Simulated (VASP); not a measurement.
NdHf:

```
CELL_PARAMETERS angstrom
3.92763 0.00000 0.00000
0.00000 3.92763 0.00000
0.00000 0.00000 3.27726
ATOMIC_POSITIONS crystal
Nd 0.00000 0.00000 0.50000
Hf 0.50000 0.50000 0.00000
```

The cell was generated, and may not be a known phase.

* Program: VASP 6.6.1
* Task: relaxation of cell and atoms
* Functional: PBE
* Potentials or basis: VASP PAW PBE potentials, release 64 (Nd_3, Hf_pv), 4f in core
* Cutoff: 500 eV
* k mesh: 5 × 5 × 6
* Occupations: gaussian, width 0.2 eV
* Spin: no spin polarisation

At the start: pressure 5.6 GPa; volume 25.28 Å³/atom.

**Question.** How do energy, volume and symmetry change on relaxing?

**Answer.** Over 3 steps the energy falls by 37.5 meV/atom and the volume is 27.50 Å³/atom (+8.8 %); space group P4/mmm (No. 123, to 0.1 Å) before and after.

The path:
```tsv
step	energy change (eV)	largest force (eV/Å)	pressure (GPa)	volume (Å³)
1	0.0000	0.0000	5.64	50.56
2	-0.0582	0.0000	-2.26	57.35
3	-0.0750	0.0000	-0.04	55.01
```

Final structure:
```
CELL_PARAMETERS angstrom
4.02734 0.00000 0.00000
0.00000 4.02734 0.00000
0.00000 0.00000 3.39141
ATOMIC_POSITIONS crystal
Nd 0.00000 0.00000 0.50000
Hf 0.50000 0.50000 0.00000
```
